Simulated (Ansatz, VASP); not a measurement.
# Two plane-wave programs on Si3N4

```xyz
14
Lattice="0.0000 3.9710 3.9710 3.9710 0.0000 3.9710 3.9710 3.9710 0.0000" Properties=species:S:1:pos:R:3 pbc="T T T"
Si    2.9783    2.9783    0.9928
Si    2.9783    0.9928    2.9783
Si    0.9928    2.9783    2.9783
Si    0.9928    0.9928    0.9928
Si    5.9565    5.9565    5.9565
Si    3.9710    3.9710    3.9710
N     2.9161    2.9161    2.9161
N     7.0114    4.9016    4.9016
N     4.9016    4.9016    7.0114
N     4.9016    7.0114    4.9016
N     5.0259    5.0259    2.9161
N     5.0259    2.9161    5.0259
N     7.0114    7.0114    7.0114
N     2.9161    5.0259    5.0259
```

Alike in both runs: functional PBE; k mesh 6 × 6 × 6; occupations gaussian, width 0.02 eV; no spin polarisation.

Ansatz relaxed the structure, and its values are those at the end. VASP's run is a single point on that final structure, the one shown.

|  | VASP | Ansatz |
| --- | --- | --- |
| version | VASP 6.6.1 | Ansatz 0.2.0 |
| potentials or method | VASP PAW PBE potentials, release 64 (Si, N), cutoff 520 eV | scalar-relativistic, plane waves, PAW |
| valence electrons in the cell | 64 | 64 |

Ansatz gave:

- gap on the k mesh at the Fermi level (eV): 3.12
- least direct gap on the mesh (eV): 3.18
- pressure (GPa): -15.1

What did VASP give for the same quantities?

gap on the k mesh at the Fermi level (eV): 3.11; least direct gap on the mesh (eV): 3.17; pressure (GPa): -15.2.

Ansatz's warnings: stress scf threshold loose.
